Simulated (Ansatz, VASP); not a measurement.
One calculation of I, two programs

```
I
1.0
     3.62750   -2.39750    0.00000
     3.62750    2.39750    0.00000
     0.00000    0.00000    9.78000
I
4
Direct
  0.85000 0.15000 0.11700
  0.65000 0.35000 0.61700
  0.15000 0.85000 0.88300
  0.35000 0.65000 0.38300
```

Alike in both runs: task electric field gradients; functional PBEsol; k mesh 6 × 6 × 3; occupations fermi-dirac, width 0.03 eV; no spin polarisation.

|  | VASP | Ansatz |
| --- | --- | --- |
| version | VASP 6.6.1 | Ansatz 0.2.0 |
| potentials or method | VASP PAW PBE potentials, release 64 (I) | PAW with Ansatz's default frozen-core files, scalar-relativistic |
| plane-wave cutoff (eV) | 520 | 420 |
| valence electrons in the cell | 28 | 68 |

VASP gave:

* gap on the k mesh at the Fermi level (eV): 1.22
* pressure (GPa): -0.3
* traceless stress, the component that is largest in VASP (GPa): -0.51
* rms of the force components (eV/Å): 0.318
* size of Vzz on the site where it differs most (V/Å²): 1161.0

Problem. Estimate Ansatz's values.

Solution. gap on the k mesh at the Fermi level (eV): 1.22; pressure (GPa): -0.3; traceless stress, the component that is largest in VASP (GPa): -0.51; rms of the force components (eV/Å): 0.319; size of Vzz on the site where it differs most (V/Å²): 1195.3.

VASP's potentials were made for PBE, not for PBEsol. Atom by atom the forces differ by 0.001 eV/Å (rms over components). VASP's potentials hold 28 valence electrons a cell and Ansatz's 68, so a difference there can come from the potentials and not from the codes.

Neither program's run includes spin-orbit coupling.
